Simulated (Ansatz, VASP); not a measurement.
## Na: VASP beside Ansatz

```
CELL_PARAMETERS angstrom
3.76700 0.00000 0.00000
-1.88350 3.26232 0.00000
0.00000 0.00000 6.15400
ATOMIC_POSITIONS crystal
Na 0.26436 0.52873 0.25000
Na 0.66667 0.33333 0.75000
```

Alike in both runs: task single point; functional r2SCAN; k mesh 12 × 12 × 8; occupations gaussian, width 0.15 eV; no spin polarisation.

```csv
,VASP,Ansatz
version,VASP 6.6.1,Ansatz 0.2.0
potentials or method,"VASP PAW PBE potentials, release 64 (Na_pv), cutoff 520 eV","scalar-relativistic, plane waves, PAW"
valence electrons in the cell,14,18
```

|  | VASP | Ansatz | Ansatz less VASP |
| --- | --- | --- | --- |
| gap on the k mesh at the Fermi level (eV) | none | none | - |
| pressure (GPa) | 0.0 | 0.0 | -0.04 |
| traceless stress, the component that is largest in VASP (GPa) | -0.39 | -0.39 | +0.004 |
| rms of the force components (eV/Å) | 0.024 | 0.019 | -0.0050 |

VASP's potentials were made for PBE, not for r2SCAN. Atom by atom the forces differ by 0.005 eV/Å (rms over components). A gap of «none» marks a metal or a gap that the smearing closes. The functional is the same, so the differences come from potentials, cutoffs and numerics. VASP's potentials hold 14 valence electrons a cell and Ansatz's 18, so a difference there can come from the potentials and not from the codes.
